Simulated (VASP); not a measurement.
A run of VASP 6.6.1 is set up as follows.

The input INCAR:

```
SYSTEM = LiNbO3
PREC = Accurate
ENCUT = 880
EDIFF = 1E-6
ISMEAR = -1
SIGMA = 0.01
LREAL = Auto
LASPH = .True.
NELM = 120
ALGO = Normal
ISIF = 2
LWAVE = .False.
LCHARG = .True.
GGA = PE
LELF = .True.
LVHAR = .True.
NBANDS = 162
GGA_COMPAT = .False.
ISYM = -1
```

File KPOINTS:

```
explicit points
1
Reciprocal
  0.25000000   0.25000000   0.25000000 1
```

Contents of POSCAR:

```
LiNbO3
1.0
    2.5949501352      1.4981951591      4.6722232478
   -5.1899002704      2.9963903182      9.3444464955
    0.0000000000     -5.9927806363      9.3444464955
Li Nb O
8 8 24
Direct
    0.7183582876      0.3591791438      0.3591791438
    0.2183582876      0.1091791438      0.1091791438
    0.7183582876      0.3591791438      0.8591791438
    0.2183582876      0.1091791438      0.6091791438
    0.7183582876      0.8591791438      0.3591791438
    0.2183582876      0.6091791438      0.1091791438
    0.7183582876      0.8591791438      0.8591791438
    0.2183582876      0.6091791438      0.6091791438
    0.9994820125      0.4997410062      0.4997410062
    0.4994820125      0.2497410062      0.2497410062
    0.9994820125      0.4997410062      0.9997410062
    0.4994820125      0.2497410062      0.7497410063
    0.9994820125      0.9997410062      0.4997410062
    0.4994820125      0.7497410063      0.2497410062
    0.9994820125      0.9997410062      0.9997410062
    0.4994820125      0.7497410063      0.7497410063
    0.2789058864      0.3209637481      0.4447556587
    0.6419274962      0.4447556587      0.1394529432
    0.8895113174      0.1394529432      0.3209637481
    0.3895113174      0.0709637481      0.3894529432
    0.7789058864      0.1947556587      0.0709637481
    0.1419274962      0.3894529432      0.1947556587
    0.2789058864      0.3209637481      0.9447556587
    0.6419274962      0.4447556587      0.6394529432
    0.8895113174      0.1394529432      0.8209637481
    0.3895113174      0.0709637481      0.8894529432
    0.7789058864      0.1947556587      0.5709637481
    0.1419274962      0.3894529432      0.6947556587
    0.2789058864      0.8209637481      0.4447556587
    0.6419274962      0.9447556587      0.1394529432
    0.8895113174      0.6394529432      0.3209637481
    0.3895113174      0.5709637481      0.3894529432
    0.7789058864      0.6947556587      0.0709637481
    0.1419274962      0.8894529432      0.1947556587
    0.2789058864      0.8209637481      0.9447556587
    0.6419274962      0.9447556587      0.6394529432
    0.8895113174      0.6394529432      0.8209637481
    0.3895113174      0.5709637481      0.8894529432
    0.7789058864      0.6947556587      0.5709637481
    0.1419274962      0.8894529432      0.6947556587
```

Potentials or basis: VASP PAW PBE potentials, release 64 (Li_sv, Nb_sv, O).

Command:

```bash
$ cat potpaw_PBE.64/Li_sv/POTCAR potpaw_PBE.64/Nb_sv/POTCAR potpaw_PBE.64/O/POTCAR > POTCAR
$ mpirun -np 1 vasp_std > vasp.out
```

(1) What does it give for the band gap on the k mesh?

(2) Estimate the largest force.

Results:

(1) 3.73 eV.

(2) 0.091 eV/Å.

Caveat: a shifted mesh leaves out Γ, where band edges can lie.
